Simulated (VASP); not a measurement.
Wanted: the native input for a VASP 6.6.1 run.

- Task: relaxation of cell and atoms
- Functional: LDA
- Potentials or basis: VASP PAW LDA potentials, release 64 (C)
- Cutoff: 600 eV
- k mesh: 18 × 18 × 6
- Occupations: gaussian, width 0.1 eV
- Spin: no spin polarisation
- Dipole correction: no
- Further INCAR settings: ALGO = Normal; EDIFF = 1e-06; IBRION = 2; EDIFFG = -0.005; NSW = 100; ISIF = 3

The structure of C lies in POSCAR:

```
C
1.0
    2.4561701622      0.0000000000      0.0000000000
   -1.2280850811      2.1271057565      0.0000000000
    0.0000000000      0.0000000000      8.5238033600
C
2
Direct
    0.3333333300      0.6666666700      0.0000000000
    0.6666666700      0.3333333300      0.0000000000
```

One way to write it, as run:

INCAR

```
PREC     = Accurate       # precision mode
ENCUT    = 600            # plane-wave cutoff, eV
EDIFF    = 1E-6           # SCF threshold, eV
ISMEAR   = 0              # smearing method
SIGMA    = 0.1            # smearing width, eV
LREAL    = False          # projectors in reciprocal space
LASPH    = True           # aspherical terms in the spheres
NELM     = 60             # most SCF steps
ALGO     = Normal         # electronic algorithm
ISIF     = 3              # what is computed and relaxed
LWAVE    = False          # write WAVECAR
LCHARG   = False          # write CHGCAR
GGA      = CA             # functional
IBRION   = 2              # ionic algorithm
NSW      = 100            # ionic steps
EDIFFG   = -0.005         # ionic threshold
```

KPOINTS

```
Automatic mesh
0
Gamma
  18 18 6
```

Potentials or basis: VASP PAW LDA potentials, release 64 (C).

Run with:

```console
$ cat potpaw_LDA.64/C/POTCAR > POTCAR
$ mpirun -np 1 vasp_std > vasp.out
```

It gave:

```yaml
Relaxed_volume: 9.29 Å³/atom
Relaxed_cell: a = 2.446 Å, b = 2.446 Å, c = 3.585 Å, α = 90.00°, β = 90.00°, γ = 120.00°
Space_group_after_relaxing_to_0.05_Å: P6/mmm (No. 191)
Energy_gained_by_relaxing: 24.4 meV/atom
Ionic_steps: 24
Band_gap_on_the_k_mesh: zero (band 4 reaches 4.61 eV, above the bottom of band 5 at 3.68 eV)
```

Caveat: the volume moved by over 15 % at a fixed basis, so the end points are rough.

It took 5.2 min on 1 thread of Intel(R) Xeon(R) 6975P-C (Granite Rapids) (shared host), peak memory 0.18 GiB.
